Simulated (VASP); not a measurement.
# Pt12C in VASP: a series of runs

The runs below take Pt12C through single point, with PBE.

Everything below comes from runs of VASP 6.6.1. Logs are shortened: lines on timing, memory, paths and dates and some standing lists are left out, and cuts for length are marked.

### Step 1. The cell of the first run

The cell holds a slab with vacuum, 13 atoms: a = 5.614 Å, b = 5.614 Å, c = 19.351 Å, α = 90.00°, β = 90.00°, γ = 90.00°.

### Step 2. Single point, PBE

The input, INCAR:

```
SYSTEM = Pt12C
ALGO     = Normal         ! electronic algorithm
DIPOL    = 0.5 0.5 0.321
EDIFF    = 1E-6           ! SCF threshold, eV
ENCUT    = 520            ! plane-wave cutoff, eV
GGA      = PE             ! functional
GGA_COMPAT= .FALSE.      
IDIPOL   = 3            
ISIF     = 2              ! what is computed and relaxed
ISMEAR   = 0              ! smearing method
LASPH    = .TRUE.         ! aspherical terms in the spheres
LCHARG   = .FALSE.        ! write CHGCAR
LDIPOL   = .TRUE.       
LREAL    = .FALSE.        ! projectors in reciprocal space
LWAVE    = .FALSE.        ! write WAVECAR
NBANDS   = 74             ! bands
NELM     = 120            ! most SCF steps
NELMDL   = -8           
PREC     = Accurate       ! precision mode
SIGMA    = 0.1            ! smearing width, eV
```

The input, KPOINTS:

```
k-points
0
G
  5 5 1
  0 0 0
```

The input, POSCAR:

```
Pt12C
1.0
    5.6143281343      0.0000000000      0.0000000000
    0.0000000000      5.6143281343      0.0000000000
    0.0000000000      0.0000000000     19.3513792319
Pt C
12 1
Direct
    0.2500000000      0.2500000000      0.2067036128
    0.2500000000      0.7500000000      0.2067036128
    0.7500000000      0.2500000000      0.2067036128
    0.7500000000      0.7500000000      0.2067036128
    0.0000000000      0.0000000000      0.3062504947
    0.0000000000      0.5000000000      0.3062504947
    0.5000000000      0.0000000000      0.3062504947
    0.5000000000      0.5000000000      0.3062504947
    0.2500000000      0.2500000000      0.4057271132
    0.2500000000      0.7500000000      0.4057271132
    0.7500000000      0.2500000000      0.4057271132
    0.7500000000      0.7500000000      0.4057271132
    0.2500000000      0.2500000000      0.4954657784
```

Potentials or basis: VASP PAW PBE potentials, release 64 (Pt, C).

Command:

```sh
$ cat potpaw_PBE.64/Pt/POTCAR potpaw_PBE.64/C/POTCAR > POTCAR
$ mpirun -np 1 vasp_std > vasp.out
```

OUTCAR:

```text
SYSTEM = Pt12C
   EDIFF = 1E-6
   ENCUT = 520
   GGA = PE
   ISIF = 2
   ISMEAR = 0
   LASPH = .TRUE.
   LREAL = .FALSE.
   NELM = 120
   NELMDL = -8
   PREC = Accurate

 ion  position               nearest neighbor table
   1  0.250  0.250  0.207-   5 2.77   6 2.77   7 2.77   8 2.77   2 2.81   3 2.81   2 2.81   3 2.81

   2  0.250  0.750  0.207-   5 2.77   6 2.77   7 2.77   8 2.77   1 2.81   4 2.81   1 2.81   4 2.81

   3  0.750  0.250  0.207-   5 2.77   6 2.77   7 2.77   8 2.77   1 2.81   4 2.81   4 2.81   1 2.81
[... 15 lines left out ...]
  11  0.750  0.250  0.406-   5 2.77   6 2.77   7 2.77   8 2.77   9 2.81  12 2.81  12 2.81   9 2.81

  12  0.750  0.750  0.406-   5 2.77   6 2.77   7 2.77   8 2.77  10 2.81  11 2.81  11 2.81  10 2.81

  13  0.250  0.250  0.495-   9 1.74

  LATTYP: Found a simple tetragonal cell.
 ALAT       =     5.6143281343
 C/A-ratio  =     3.4467845072

  Lattice vectors:

 A1 = (   5.6143281343,   0.0000000000,   0.0000000000)
 A2 = (   0.0000000000,   5.6143281343,   0.0000000000)
 A3 = (   0.0000000000,   0.0000000000,  19.3513792319)

Analysis of symmetry for initial positions (statically):
=====================================================================
 Subroutine PRICEL returns:
 Original cell was already a primitive cell.

 Routine SETGRP: Setting up the symmetry group for a
 simple tetragonal supercell.

 Subroutine GETGRP returns: Found  8 space group operations
 (whereof  2 operations were pure point group operations)
 out of a pool of 16 trial point group operations.

The static configuration has the point symmetry C_1h.
 The point group associated with its full space group is C_4v.

Analysis of symmetry for dynamics (positions and initial velocities):
=====================================================================
 Subroutine PRICEL returns:
 Original cell was already a primitive cell.

 Routine SETGRP: Setting up the symmetry group for a
 simple tetragonal supercell.

 Subroutine GETGRP returns: Found  8 space group operations
 (whereof  2 operations were pure point group operations)
 out of a pool of 16 trial point group operations.

The dynamic configuration has the point symmetry C_1h.
 The point group associated with its full space group is C_4v.

 Subroutine INISYM returns: Found  8 space group operations
 (whereof  2 operations are pure point group operations),
 and found     1 'primitive' translations

----------------------------------------------------------------------------------------

                                     Primitive cell

  volume of cell :     609.9686

  direct lattice vectors                    reciprocal lattice vectors
     5.614328134  0.000000000  0.000000000     0.178115703  0.000000000  0.000000000
     0.000000000  5.614328134  0.000000000     0.000000000  0.178115703  0.000000000
     0.000000000  0.000000000 19.351379232     0.000000000  0.000000000  0.051675903

  length of vectors
     5.614328134  5.614328134 19.351379232     0.178115703  0.178115703  0.051675903

  position of ions in fractional coordinates (direct lattice)
     0.250000000  0.250000000  0.206703613
     0.250000000  0.750000000  0.206703613
     0.750000000  0.250000000  0.206703613
     0.750000000  0.750000000  0.206703613
     0.000000000  0.000000000  0.306250495
     0.000000000  0.500000000  0.306250495
     0.500000000  0.000000000  0.306250495
     0.500000000  0.500000000  0.306250495
     0.250000000  0.250000000  0.405727113
     0.250000000  0.750000000  0.405727113
     0.750000000  0.250000000  0.405727113
     0.750000000  0.750000000  0.405727113
     0.250000000  0.250000000  0.495465778

  ion indices of the primitive-cell ions
   primitive index   ion index
                 1           1
                 2           2
                 3           3
                 4           4
                 5           5
                 6           6
                 7           7
                 8           8
                 9           9
                10          10
                11          11
                12          12
                13          13

----------------------------------------------------------------------------------------

 KPOINTS: k-points

Automatic generation of k-mesh.
 Grid dimensions read from file:
 generate k-points for:    5    5    1

 Generating k-lattice:

  Cartesian coordinates                     Fractional coordinates (reciprocal lattice)
     0.035623141  0.000000000  0.000000000     0.200000000  0.000000000  0.000000000
     0.000000000  0.035623141  0.000000000     0.000000000  0.200000000  0.000000000
     0.000000000  0.000000000  0.051675903     0.000000000  0.000000000  1.000000000

  Length of vectors
     0.035623141  0.035623141  0.051675903

  Shift w.r.t. Gamma in fractional coordinates (k-lattice)
     0.000000000  0.000000000  0.000000000

 Subroutine IBZKPT returns following result:
 ===========================================

 Found      6 irreducible k-points:

 Following reciprocal coordinates:
            Coordinates               Weight
  0.000000  0.000000  0.000000      1.000000
  0.200000  0.000000  0.000000      4.000000
  0.400000  0.000000  0.000000      4.000000
  0.200000  0.200000  0.000000      4.000000
  0.400000  0.200000  0.000000      8.000000
  0.400000  0.400000  0.000000      4.000000
   k-points           NKPTS =      6   k-points in BZ     NKDIM =      6   number of bands    NBANDS=     74
   number of dos      NEDOS =    301   number of ions     NIONS =     13
   total plane-waves  NPLWV = 254016
   dimension x,y,z NGX =    42 NGY =   42 NGZ =  144
   dimension x,y,z NGXF=    84 NGYF=   84 NGZF=  288
   ions per type =              12   1
   NGX,Y,Z   is equivalent  to a cutoff of  12.44, 12.44, 12.37 a.u.
   NGXF,Y,Z  is equivalent  to a cutoff of  24.87, 24.87, 24.74 a.u.
 SYSTEM =  Pt12C
   PREC   = accura    normal or accurate (medium, high low for compatibility)
   ISTART =      0    job   : 0-new  1-cont  2-samecut
   ICHARG =      2    charge: 1-file 2-atom 10-const
   ISPIN  =      1    spin polarized calculation?
   LNONCOLLINEAR =      F non collinear calculations
   LSORBIT =      F    spin-orbit coupling
   LASPH  =      T    aspherical Exc in radial PAW
   ENCUT  =  520.0 eV  38.22 Ry    6.18 a.u.  10.44 10.44 35.98*2*pi/ulx,y,z
   NELM   =    120;   NELMIN=  2; NELMDL= -8     # of ELM steps
   EDIFF  = 0.1E-05   stopping-criterion for ELM
   LREAL  =      F    real-space projection
   EDIFFG = 0.1E-04   stopping-criterion for IOM
   NSW    =      0    number of steps for IOM
   IBRION =     -1    ionic relax: 0-MD 1-quasi-New 2-CG
   NFREE  =      0    steps in history (QN), initial steepest desc. (CG)
   ISIF   =      2    stress and relaxation
   ISYM   =      2    0-nonsym 1-usesym 2-fastsym
   POTIM  = 0.5000    time-step for ionic-motion
   TEBEG  =    0.0;   TEEND  =   0.0 temperature during run
   PSTRESS=    0.0 pullay stress
   NELECT =     124.0000    total number of electrons
   NUPDOWN=      -1.0000    fix difference up-down
   EMIN   =  10.00;   EMAX   =-10.00  energy-range for DOS
   EFERMI =   0.00;   METHOD = LEGACY
   ISMEAR =     0;   SIGMA  =   0.10  broadening in eV -4-tet -1-fermi 0-gaus
   EFERMI_NEDOS =   21; number of points for ismear=-14 and -15
   IALGO  =     38    algorithm
   IMIX   =      4    mixing-type and parameters
     AMIX     =   0.40;   BMIX     =  1.00
     AMIX_MAG =   1.60;   BMIX_MAG =  1.00
  volume/ion in A,a.u.               =      46.92       316.64
  Fermi-wavevector in a.u.,A,eV,Ry     =   0.962601  1.819052 12.607163  0.926600
  Thomas-Fermi vector in A             =   2.092074
   LORBIT       =      0    0 simple, 1 ext, 2 COOP (PROOUT), +10 PAW based schemes
   GGA     = PE    functional components
   LHFCALC =     F    Hartree Fock is set to
   AEXX    =    0.0000 exact exchange contribution
   IVDW    =     0    specifies the selected vdW correction
   LEPSILON=     F    determine dielectric tensor
   LRPA    =     F    only Hartree local field effects (RPA)
 non-spin polarized calculation
 Gauss-broadening in eV      SIGMA  =   0.10
  energy-cutoff  :      520.00
  volume of cell :      609.97
 maximum number of plane-waves:     16469
 NGX is ok and might be reduce to    42
   NGX = 21   NGY = 21   NGZ = 71

 dipolmoment           0.000000      0.000000     -0.037647 electrons x Angstroem

 number of electron     124.0000010 magnetization

 dipolmoment           0.000000      0.000000      0.021024 electrons x Angstroem

 Free energy of the ion-electron system (eV)
  ---------------------------------------------------
  ext. energy  EPLUGINS =         0.00000000
  ---------------------------------------------------
  free energy    TOTEN  =       -72.23651033 eV

  energy without entropy =      -72.10407872  energy(sigma->0) =      -72.17029453

 E-fermi :  -0.5319     XC(G=0):  -5.2356

 val. band max:       -0.5386724588   @ k =   0.4000   0.4000   0.0000
 cond. band min:      -0.5219744859   @ k =   0.2000   0.2000   0.0000
 fundamental gap:      0.0166979730
 Fermi energy:        -0.5319304014

 k-point     1 :       0.0000    0.0000    0.0000
  band No.  band energies     occupation
      1     -11.7461      2.00000
      2      -9.3421      2.00000
      3      -7.2531      2.00000
      4      -7.2531      2.00000
      5      -7.1812      2.00000
      6      -6.8816      2.00000
[... 451 lines left out ...]
     73       2.4647      0.00000
     74       2.9614      0.00000

------------------------ aborting loop because EDIFF is reached ----------------------------------------

 vacuum level on the upper side and lower side of the slab       (xc-potential included)        -0.149        -0.264

  FORCE on cell =-STRESS in cart. coord.  units (eV):
  Direction    XX          YY          ZZ          XY          YZ          ZX
  --------------------------------------------------------------------------------------
  -------------------------------------------------------------------------------------
  Total       -9.6307611     -9.6307611      3.2052876      0.0000000      0.0000000     -0.0000000
  in kB      -25.2966893    -25.2966893      8.4191856      0.0000000      0.0000000     -0.0000000
  external PRESSURE =     -14.0580644 kB  Pullay stress =       0.0000000 kB

 VOLUME and BASIS-vectors are now :
 -----------------------------------------------------------------------------
  energy-cutoff  :      520.00
  volume of cell :      609.97
      direct lattice vectors                 reciprocal lattice vectors
     5.614328134  0.000000000  0.000000000     0.178115703  0.000000000  0.000000000
     0.000000000  5.614328134  0.000000000     0.000000000  0.178115703  0.000000000
     0.000000000  0.000000000 19.351379232     0.000000000  0.000000000  0.051675903

 POSITION                                       TOTAL-FORCE (eV/Angst)
 -----------------------------------------------------------------------------------
      1.40358      1.40358      4.00000         0.000000      0.000000     -0.031312
      1.40358      4.21075      4.00000         0.000000     -0.000000      0.055460
      4.21075      1.40358      4.00000         0.000000      0.000000      0.055460
      4.21075      4.21075      4.00000         0.000000      0.000000     -0.474859
      0.00000      0.00000      5.92637        -0.044686     -0.044686     -0.173465
      0.00000      2.80716      5.92637        -0.044686      0.044686     -0.173465
      2.80716      0.00000      5.92637         0.044686     -0.044686     -0.173465
      2.80716      2.80716      5.92637         0.044686      0.044686     -0.173465
      1.40358      1.40358      7.85138         0.000000      0.000000      0.863567
      1.40358      4.21075      7.85138         0.000000     -0.000000     -0.112814
      4.21075      1.40358      7.85138         0.000000      0.000000     -0.112814
      4.21075      4.21075      7.85138         0.000000      0.000000      0.152078
      1.40358      1.40358      9.58795         0.000000      0.000000      0.299095
 -----------------------------------------------------------------------------------
    total drift:                                0.000000      0.000000      0.000344

  FREE ENERGIE OF THE ION-ELECTRON SYSTEM (eV)
  ---------------------------------------------------
  free  energy   TOTEN  =       -72.2365103294 eV

  energy  without entropy=      -72.1040787242  energy(sigma->0) =      -72.17029453

 vacuum level on the upper side and lower side of the slab         5.066         4.951
```

It took 8.9 min on 1 thread of Oxide Virtual Turin-like, shared host; peak memory 0.61 GiB.

What came out:

```
Free energy            : -72.2365 eV
Largest force          : 0.864 eV/Å
Band gap on the k mesh : zero (bands 62 and 63 overlap by 0.39 eV)
```

Forces on the atoms (eV/Å):
```
Pt   0.000  0.000 -0.031
Pt   0.000  0.000  0.055
Pt   0.000  0.000  0.055
Pt   0.000  0.000 -0.475
Pt  -0.045 -0.045 -0.173
Pt  -0.045  0.045 -0.173
Pt   0.045 -0.045 -0.173
Pt   0.045  0.045 -0.173
Pt   0.000  0.000  0.864
Pt   0.000  0.000 -0.113
Pt   0.000  0.000 -0.113
Pt   0.000  0.000  0.152
C    0.000  0.000  0.299
```

Levels at points of the mesh, in eV from the Fermi level:
```tsv
k point	band 57	band 58	band 59	band 60	band 61	band 62	band 63	band 64	band 65	band 66
(0.00, 0.00, 0.00)	-0.16	-0.06	0.05	0.10	0.10	0.24	0.24	0.33	0.56	0.88
```

Caveat: spin-orbit coupling is left out, which moves the levels of the heavy elements.

### Step 3. Single point, PBE

The input, INCAR:

```
SYSTEM = Pt12C
ALGO = Normal ; DIPOL = 0.5 0.5 0.316
EDIFF = 1E-6 ; ENCUT = 520
GGA = PE ; GGA_COMPAT = .False.
IDIPOL = 3 ; ISIF = 2
ISMEAR = 0 ; LASPH = .True.
LCHARG = .False. ; LDIPOL = .True.
LREAL = .False. ; LWAVE = .False.
NBANDS = 74 ; NELM = 120
NELMDL = -8 ; PREC = Accurate
SIGMA = 0.1
```

The input, KPOINTS:

```
k-points
0
Gamma
  5 5 1
  0 0 0
```

Edit POSCAR of step 2 so:

```diff
@@ -20,2 +20,2 @@
     0.7500000000      0.7500000000      0.4057271132
-    0.2500000000      0.2500000000      0.4954657784
+    0.5000000000      0.5000000000      0.4278998558
```

Potentials or basis: VASP PAW PBE potentials, release 64 (Pt, C).

Command:

```sh
$ cat potpaw_PBE.64/Pt/POTCAR potpaw_PBE.64/C/POTCAR > POTCAR
$ mpirun -np 1 vasp_std > vasp.out
```

It took 8.8 min on 1 thread of Oxide Virtual Turin-like, shared host; peak memory 0.62 GiB.

It converged, with:

| Quantity | Value |
| --- | --- |
| Free energy | -74.5350 eV |
| Largest force | 1.649 eV/Å |
| Band gap on the k mesh | zero (bands 62 and 63 overlap by 0.43 eV) |

Forces on the atoms (eV/Å):
```
Pt   0.035  0.035 -0.112
Pt   0.035 -0.035 -0.112
Pt  -0.035  0.035 -0.112
Pt  -0.035 -0.035 -0.112
Pt   0.000  0.000  0.502
Pt   0.000  0.000 -0.993
Pt   0.000  0.000 -0.993
Pt   0.000  0.000 -1.649
Pt  -0.404 -0.404  0.877
Pt  -0.404  0.404  0.877
Pt   0.404 -0.404  0.877
Pt   0.404  0.404  0.877
C    0.000  0.000  0.071
```

Levels at points of the mesh, in eV from the Fermi level:
```
           k point  band 57  band 58  band 59  band 60  band 61  band 62  band 63  band 64  band 65  band 66
(0.00, 0.00, 0.00)    -0.07     0.00     0.01     0.03     0.03     0.38     0.39     0.68     0.89     1.08
```

Caveat: spin-orbit coupling is left out, which moves the levels of the heavy elements.
